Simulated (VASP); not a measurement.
Input of a VASP 6.6.1 run:

File INCAR:

```
SYSTEM = CuO
PREC = Accurate
ENCUT = 520
EDIFF = 1E-6
ISMEAR = -1
SIGMA = 0.05
LREAL = .False.
LASPH = .True.
NELM = 100
ALGO = Normal
ISIF = 2
LWAVE = .False.
LCHARG = .False.
GGA = PE
NBANDS = 25
```

Contents of KPOINTS:

```
Automatic mesh
0
Gamma
  5 5 3
  0 0 0
```

POSCAR

```
CuO
1.0
    3.2880244300      0.0000000000      0.0000000000
   -1.6440122100      2.8475126800      0.0000000000
    0.0000000000      0.0000000000      5.3850248600
Cu O
2 2
Direct
    0.6666666667      0.3333333333      0.0000000000
    0.3333333333      0.6666666667      0.5000000000
    0.6666666667      0.3333333333      0.6252000000
    0.3333333333      0.6666666667      0.1252000000
```

Potentials or basis: VASP PAW PBE potentials, release 64 (Cu, O).

Launch:

```console
$ cat potpaw_PBE.64/Cu/POTCAR potpaw_PBE.64/O/POTCAR > POTCAR
$ mpirun -np 1 vasp_std > vasp.out
```

Problem. Predict the largest force.

Solution. 0.061 eV/Å.

Problem. Estimate the band gap on the k mesh.

Solution. Zero (bands 17 and 18 overlap by 0.99 eV).

Stress tensor (GPa, compression positive):
```
-8.72  0.00  0.00
 0.00 -8.72  0.00
 0.00  0.00 -8.12
```

Caveat: the k points lie up to 0.44 Å⁻¹ apart, too coarse for converged energies and pressures of a metal; semilocal functionals often make such compounds metallic where correlation or magnetic order opens a gap, which also shifts bond lengths. With open d or f shells a metallic result of PBE can be an artefact of self-interaction; +U or a hybrid may open a gap.
